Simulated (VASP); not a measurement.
# CdSb2O2 (R-3m) in VASP: notebook

The runs below take CdSb2O2 through single point, with PBE.

All numbers are computed with VASP 6.6.1; they aren't measurements. Logs are shortened: lines on timing, memory, paths and dates and some standing lists are left out, and cuts for length are marked.

## 1. The cell of the first run

The structure is trigonal, space group R-3m (No. 166). The conventional cell has a = 5.152 Å, b = 5.152 Å, c = 15.624 Å, α = 90.00°, β = 90.00°, γ = 120.00°. Within 3.9 Å of Cd (site symmetry -3m) lie 6 Sb at 2.98 Å and 6 O at 3.39 Å. Sb (site symmetry 3m) has 1 O at 1.71 Å within 2.3 Å. Within 2.3 Å of O (site symmetry 3m) lie 1 Sb at 1.71 Å and 1 O at 1.95 Å.

## 2. Single point, PBE

Input file INCAR:

```
PREC = Accurate
ENCUT = 520
EDIFF = 1E-6
ISMEAR = 0
SIGMA = 0.1
LREAL = False
LASPH = True
NELM = 80
ALGO = Normal
ISIF = 2
LWAVE = False
LCHARG = True
GGA = PE
LELF = True
LVHAR = True
NBANDS = 25
```

Input file KPOINTS:

```
Automatic mesh
0
Gamma
  6 6 6
```

Input file POSCAR:

```
CdSb2O2
1.0
    2.5758224500      1.4871517800      5.2079214400
   -2.5758224500      1.4871517800      5.2079214400
    0.0000000000     -2.9743035700      5.2079214400
Cd Sb O
1 2 2
Direct
    0.0000000000      0.0000000000      0.0000000000
    0.3281047600      0.3281047600      0.3281047600
    0.6718952400      0.6718952400      0.6718952400
    0.4376037100      0.4376037100      0.4376037100
    0.5623962900      0.5623962900      0.5623962900
```

Potentials or basis: VASP PAW PBE potentials, release 64 (Cd, Sb, O).

Started as:

```bash
$ cat potpaw_PBE.64/Cd/POTCAR potpaw_PBE.64/Sb/POTCAR potpaw_PBE.64/O/POTCAR > POTCAR
$ mpirun -np 1 vasp_std > vasp.out
```

OUTCAR:

```text
PREC = Accurate
   ENCUT = 520
   EDIFF = 1E-6
   ISMEAR = 0
   LREAL = False
   LASPH = True
   NELM = 80
   ISIF = 2
   GGA = PE

 ion  position               nearest neighbor table
   1  0.000  0.000  0.000-   3 2.98   2 2.98   3 2.98   3 2.98   2 2.98   2 2.98
   2  0.328  0.328  0.328-   4 1.71   1 2.98   1 2.98   1 2.98   3 2.98   3 2.98   3 2.98
   3  0.672  0.672  0.672-   5 1.71   1 2.98   1 2.98   1 2.98   2 2.98   2 2.98   2 2.98
   4  0.438  0.438  0.438-   2 1.71   5 1.95
   5  0.562  0.562  0.562-   3 1.71   4 1.95

  LATTYP: Found a trigonal (rhomboedric) cell.
 ALAT       =     5.9974100607
 COS(alpha) =     0.6310781691

  Lattice vectors:

 A1 = (   2.5758224500,   1.4871517800,   5.2079214400)
 A2 = (  -2.5758224500,   1.4871517800,   5.2079214400)
 A3 = (   0.0000000000,  -2.9743035700,   5.2079214400)

Analysis of symmetry for initial positions (statically):
=====================================================================
 Subroutine PRICEL returns:
 Original cell was already a primitive cell.

 Routine SETGRP: Setting up the symmetry group for a
 trigonal (rhombohedral) supercell.

 Subroutine GETGRP returns: Found 12 space group operations
 (whereof 12 operations were pure point group operations)
 out of a pool of 12 trial point group operations.

The static configuration has the point symmetry D_3d.

Analysis of symmetry for dynamics (positions and initial velocities):
=====================================================================
 Subroutine PRICEL returns:
 Original cell was already a primitive cell.

 Routine SETGRP: Setting up the symmetry group for a
 trigonal (rhombohedral) supercell.

 Subroutine GETGRP returns: Found 12 space group operations
 (whereof 12 operations were pure point group operations)
 out of a pool of 12 trial point group operations.

The dynamic configuration has the point symmetry D_3d.

 Subroutine INISYM returns: Found 12 space group operations
 (whereof 12 operations are pure point group operations),
 and found     1 'primitive' translations

----------------------------------------------------------------------------------------

                                     Primitive cell

  volume of cell :     119.6980

  direct lattice vectors                    reciprocal lattice vectors
     2.575822450  1.487151780  5.207921440     0.194112758  0.112071053  0.064005062
    -2.575822450  1.487151780  5.207921440    -0.194112758  0.112071053  0.064005062
     0.000000000 -2.974303570  5.207921440     0.000000000 -0.224142106  0.064005062

  length of vectors
     5.997410061  5.997410061  5.997410062     0.233101548  0.233101548  0.233101548

  position of ions in fractional coordinates (direct lattice)
     0.000000000  0.000000000  0.000000000
     0.328104760  0.328104760  0.328104760
     0.671895240  0.671895240  0.671895240
     0.437603710  0.437603710  0.437603710
     0.562396290  0.562396290  0.562396290

  ion indices of the primitive-cell ions
   primitive index   ion index
                 1           1
                 2           2
                 3           3
                 4           4
                 5           5

----------------------------------------------------------------------------------------

 KPOINTS: Automatic mesh

Automatic generation of k-mesh.
 Grid dimensions read from file:
 generate k-points for:    6    6    6

 Generating k-lattice:

  Cartesian coordinates                     Fractional coordinates (reciprocal lattice)
     0.032352126  0.018678509  0.010667510     0.166666667  0.000000000  0.000000000
    -0.032352126  0.018678509  0.010667510     0.000000000  0.166666667  0.000000000
     0.000000000 -0.037357018  0.010667510     0.000000000  0.000000000  0.166666667

  Length of vectors
     0.038850258  0.038850258  0.038850258

  Shift w.r.t. Gamma in fractional coordinates (k-lattice)
     0.000000000  0.000000000  0.000000000

 Subroutine IBZKPT returns following result:
 ===========================================

 Found     32 irreducible k-points:

 Following reciprocal coordinates:
            Coordinates               Weight
  0.000000  0.000000  0.000000      1.000000
  0.166667 -0.000000  0.000000      6.000000
  0.333333  0.000000  0.000000      6.000000
  0.500000 -0.000000  0.000000      3.000000
  0.166667  0.166667  0.000000      6.000000
  0.333333  0.166667  0.000000     12.000000
[... 16 lines left out ...]
  0.500000  0.500000  0.166667      6.000000
 -0.333333  0.500000  0.166667     12.000000
 [... further k-points ...]
   k-points           NKPTS =     32   k-points in BZ     NKDIM =     32   number of bands    NBANDS=     25
   number of dos      NEDOS =    301   number of ions     NIONS =      5
   total plane-waves  NPLWV = 110592
   dimension x,y,z NGX =    48 NGY =   48 NGZ =   48
   dimension x,y,z NGXF=    96 NGYF=   96 NGZF=   96
   ions per type =               1   2   2
   NGX,Y,Z   is equivalent  to a cutoff of  13.31, 13.31, 13.31 a.u.
   NGXF,Y,Z  is equivalent  to a cutoff of  26.61, 26.61, 26.61 a.u.
 SYSTEM =  unknown system
   PREC   = accura    normal or accurate (medium, high low for compatibility)
   ISTART =      0    job   : 0-new  1-cont  2-samecut
   ICHARG =      2    charge: 1-file 2-atom 10-const
   ISPIN  =      1    spin polarized calculation?
   LNONCOLLINEAR =      F non collinear calculations
   LSORBIT =      F    spin-orbit coupling
   LASPH  =      T    aspherical Exc in radial PAW
   ENCUT  =  520.0 eV  38.22 Ry    6.18 a.u.  11.15 11.15 11.15*2*pi/ulx,y,z
   NELM   =     80;   NELMIN=  2; NELMDL= -5     # of ELM steps
   EDIFF  = 0.1E-05   stopping-criterion for ELM
   LREAL  =      F    real-space projection
   EDIFFG = 0.1E-04   stopping-criterion for IOM
   NSW    =      0    number of steps for IOM
   IBRION =     -1    ionic relax: 0-MD 1-quasi-New 2-CG
   NFREE  =      0    steps in history (QN), initial steepest desc. (CG)
   ISIF   =      2    stress and relaxation
   ISYM   =      2    0-nonsym 1-usesym 2-fastsym
   POTIM  = 0.5000    time-step for ionic-motion
   TEBEG  =    0.0;   TEEND  =   0.0 temperature during run
   PSTRESS=    0.0 pullay stress
   NELECT =      34.0000    total number of electrons
   NUPDOWN=      -1.0000    fix difference up-down
   EMIN   =  10.00;   EMAX   =-10.00  energy-range for DOS
   EFERMI =   0.00;   METHOD = LEGACY
   ISMEAR =     0;   SIGMA  =   0.10  broadening in eV -4-tet -1-fermi 0-gaus
   EFERMI_NEDOS =   21; number of points for ismear=-14 and -15
   IALGO  =     38    algorithm
   IMIX   =      4    mixing-type and parameters
     AMIX     =   0.40;   BMIX     =  1.00
     AMIX_MAG =   1.60;   BMIX_MAG =  1.00
  volume/ion in A,a.u.               =      23.94       161.55
  Fermi-wavevector in a.u.,A,eV,Ry     =   1.076148  2.033626 15.756845  1.158095
  Thomas-Fermi vector in A             =   2.212025
   LORBIT       =      0    0 simple, 1 ext, 2 COOP (PROOUT), +10 PAW based schemes
   GGA     = PE    functional components
   LHFCALC =     F    Hartree Fock is set to
   AEXX    =    0.0000 exact exchange contribution
   IVDW    =     0    specifies the selected vdW correction
   LEPSILON=     F    determine dielectric tensor
   LRPA    =     F    only Hartree local field effects (RPA)
 non-spin polarized calculation
 Gauss-broadening in eV      SIGMA  =   0.10
  energy-cutoff  :      520.00
  volume of cell :      119.70
 maximum number of plane-waves:      3260
 NGX is ok and might be reduce to    48
   NGX = 23   NGY = 23   NGZ = 23

 number of electron      34.0000001 magnetization

 Free energy of the ion-electron system (eV)
  ---------------------------------------------------
  ext. energy  EPLUGINS =         0.00000000
  ---------------------------------------------------
  free energy    TOTEN  =       -15.92528202 eV

  energy without entropy =      -15.91493612  energy(sigma->0) =      -15.92010907

 E-fermi :   3.1476     XC(G=0):  -8.5572

 val. band max:        3.1323113005   @ k =   0.3333   0.1667   0.1667
 cond. band min:       3.2196182916   @ k =   0.0000   0.0000   0.0000
 fundamental gap:      0.0873069911
 Fermi energy:         3.1476161526

 k-point     1 :       0.0000    0.0000    0.0000
  band No.  band energies     occupation
      1     -15.7888      2.00000
      2     -14.6675      2.00000
      3      -7.7386      2.00000
      4      -6.1702      2.00000
      5      -6.1702      2.00000
      6      -5.7451      2.00000
[... 17 lines left out ...]
     24      11.2067      0.00000
     25      11.2067      0.00000

 k-point     2 :       0.1667   -0.0000    0.0000
  band No.  band energies     occupation
      1     -15.7604      2.00000
      2     -14.6960      2.00000
      3      -7.5831      2.00000
      4      -6.2122      2.00000
      5      -6.1294      2.00000
      6      -5.7485      2.00000
[... 17 lines left out ...]
     24      10.4942      0.00000
     25      10.8467      0.00000

 k-point     3 :       0.3333    0.0000    0.0000
  band No.  band energies     occupation
      1     -15.6986      2.00000
      2     -14.7577      2.00000
      3      -7.1364      2.00000
      4      -6.3096      2.00000
      5      -6.0406      2.00000
      6      -5.7524      2.00000
[... 17 lines left out ...]
     24       9.7519      0.00000
     25       9.9225      0.00000

 k-point     4 :       0.5000   -0.0000    0.0000
  band No.  band energies     occupation
      1     -15.6649      2.00000
      2     -14.7915      2.00000
      3      -6.5988      2.00000
      4      -6.5175      2.00000
      5      -5.9919      2.00000
      6      -5.9025      2.00000
[... 17 lines left out ...]
     24       9.5438      0.00000
     25      10.4532      0.00000
[... 477 lines left out ...]
 k-point    22 :      -0.1667    0.3333    0.1667
  band No.  band energies     occupation
      1     -15.6461      2.00000
      2     -14.8174      2.00000
      3      -6.8451      2.00000
      4      -6.2582      2.00000
      5      -5.9507      2.00000
      6      -5.7668      2.00000
[... 17 lines left out ...]
     24       9.5506      0.00000
     25      10.6521      0.00000

 k-point    23 :       0.5000    0.5000    0.1667
  band No.  band energies     occupation
      1     -15.5544      2.00000
      2     -14.9540      2.00000
      3      -6.8137      2.00000
      4      -6.2855      2.00000
      5      -6.0414      2.00000
      6      -5.7546      2.00000
[... 17 lines left out ...]
     24      10.0394      0.00000
     25      10.9303      0.00000

 k-point    24 :      -0.3333    0.5000    0.1667
  band No.  band energies     occupation
      1     -15.5705      2.00000
      2     -14.9191      2.00000
      3      -6.6253      2.00000
      4      -6.2767      2.00000
      5      -5.9460      2.00000
      6      -5.7580      2.00000
[... 17 lines left out ...]
     24      10.0198      0.00000
     25      10.6556      0.00000

 [... further k-points ...]
[... 5 lines left out ...]
  --------------------------------------------------------------------------------------
  -------------------------------------------------------------------------------------
  Total        8.3428910      8.3428909     38.6377182      0.0000000     -0.0000000      0.0000000
  in kB      111.6709614    111.6709612    517.1721836      0.0000000     -0.0000003      0.0000000
  external PRESSURE =     246.8380354 kB  Pullay stress =       0.0000000 kB

 VOLUME and BASIS-vectors are now :
 -----------------------------------------------------------------------------
  energy-cutoff  :      520.00
  volume of cell :      119.70
      direct lattice vectors                 reciprocal lattice vectors
     2.575822450  1.487151780  5.207921440     0.194112758  0.112071053  0.064005062
    -2.575822450  1.487151780  5.207921440    -0.194112758  0.112071053  0.064005062
     0.000000000 -2.974303570  5.207921440     0.000000000 -0.224142106  0.064005062

 POSITION                                       TOTAL-FORCE (eV/Angst)
 -----------------------------------------------------------------------------------
      0.00000      0.00000      0.00000        -0.000000     -0.000000      0.000000
      0.00000     -0.00000      5.12623         0.000000      0.000000     -8.485353
      0.00000     -0.00000     10.49753         0.000000     -0.000000      8.485353
      0.00000     -0.00000      6.83702         0.000000     -0.000000      6.196970
      0.00000     -0.00000      8.78675         0.000000      0.000000     -6.196970
 -----------------------------------------------------------------------------------
    total drift:                               -0.000000      0.000000      0.000000

  FREE ENERGIE OF THE ION-ELECTRON SYSTEM (eV)
  ---------------------------------------------------
  free  energy   TOTEN  =       -15.9252820170 eV

  energy  without entropy=      -15.9149361199  energy(sigma->0) =      -15.92010907
```

It took 97 s on 1 thread of Intel Xeon 6975P-C (Granite Rapids), shared host; peak memory 0.36 GiB.

What came out:

```
Free energy            : -15.9253 eV
Pressure               : 24.7 GPa
Largest force          : 8.485 eV/Å
Band gap on the k mesh : zero (band 17 reaches 3.31 eV, above the bottom of band 18 at 2.87 eV)
```

Forces on the atoms (eV/Å):
```
Cd   0.000  0.000  0.000
Sb   0.000  0.000 -8.485
Sb   0.000  0.000  8.485
O    0.000  0.000  6.197
O    0.000  0.000 -6.197
```

Stress tensor (GPa, compression positive):
```
11.17  0.00  0.00
 0.00 11.17  0.00
 0.00  0.00 51.72
```

Caveat: spin-orbit coupling is left out, which moves the levels of the heavy elements; forces of over 1 eV/Å act on the atoms, so gaps and moduli don't describe the material at rest.

## 3. Single point, PBE

This run uses another cell than the first one, of 42.01 Å³/atom, 1.755 times its volume.

Input file INCAR:

```
  PREC = Accurate
  ENCUT = 520
  EDIFF = 1E-6
  ISMEAR = 0
  SIGMA = 0.1
  LREAL = False
  LASPH = True
  NELM = 60
  ALGO = Normal
  ISIF = 2
  LWAVE = False
  LCHARG = False
  GGA = PE
  NBANDS = 25
```

Input file KPOINTS:

```
regular mesh
0
Gamma
  6 6 6
```

Input file POSCAR:

```
CdSb2O2
1.0
    2.8147302219      1.6250852489      7.6542646166
   -2.8147302219      1.6250852489      7.6542646166
    0.0000000000     -3.2501705051      7.6542646150
Cd Sb O
1 2 2
Direct
    0.0000000000      0.0000000000      0.0000000000
    0.3492712558      0.3492712558      0.3492712558
    0.6507287442      0.6507287442      0.6507287442
    0.4296433093      0.4296433093      0.4296433093
    0.5703566907      0.5703566907      0.5703566907
```

Potentials or basis: VASP PAW PBE potentials, release 64 (Cd, Sb, O).

Started as:

```bash
$ cat potpaw_PBE.64/Cd/POTCAR potpaw_PBE.64/Sb/POTCAR potpaw_PBE.64/O/POTCAR > POTCAR
$ mpirun -np 1 vasp_std > vasp.out
```

Wall time 4.3 min (1 thread of Intel Xeon 6975P-C (Granite Rapids), shared host); peak memory 0.66 GiB.

Results (log left out):

| Property | Result |
| --- | --- |
| Free energy | -19.2484 eV |
| Pressure | 0.4 GPa |
| Largest force | 0.334 eV/Å |
| Band gap on the k mesh | zero (band 17 reaches -0.14 eV, above the bottom of band 18 at -1.08 eV) |

Forces on the atoms (eV/Å):
```
Cd   0.000  0.000  0.000
Sb   0.000  0.000 -0.334
Sb   0.000  0.000  0.334
O    0.000  0.000  0.320
O    0.000  0.000 -0.320
```

Stress tensor (GPa, compression positive):
```
-0.03  0.00  0.00
 0.00 -0.03  0.00
 0.00  0.00  1.11
```

Levels at points of the mesh, in eV from the Fermi level:
| k point | band 14 | band 15 | band 16 | band 17 | band 18 | band 19 | band 20 | band 21 |
| --- | --- | --- | --- | --- | --- | --- | --- | --- |
| (0.00, 0.00, 0.00) | -2.10 | -2.10 | -0.41 | -0.06 | -0.06 | 0.39 | 0.39 | 1.81 |
| (0.50, 0.00, 0.00) | -1.82 | -1.74 | -1.22 | -0.50 | 2.30 | 2.63 | 2.99 | 3.29 |
| (0.50, 0.50, 0.00) | -1.76 | -1.73 | -1.15 | -0.56 | 2.28 | 2.67 | 3.02 | 3.26 |
| (0.50, 0.50, 0.50) | -2.06 | -2.06 | -0.39 | -0.11 | -0.11 | 0.41 | 0.41 | 1.50 |

Caveat: spin-orbit coupling is left out, which moves the levels of the heavy elements.
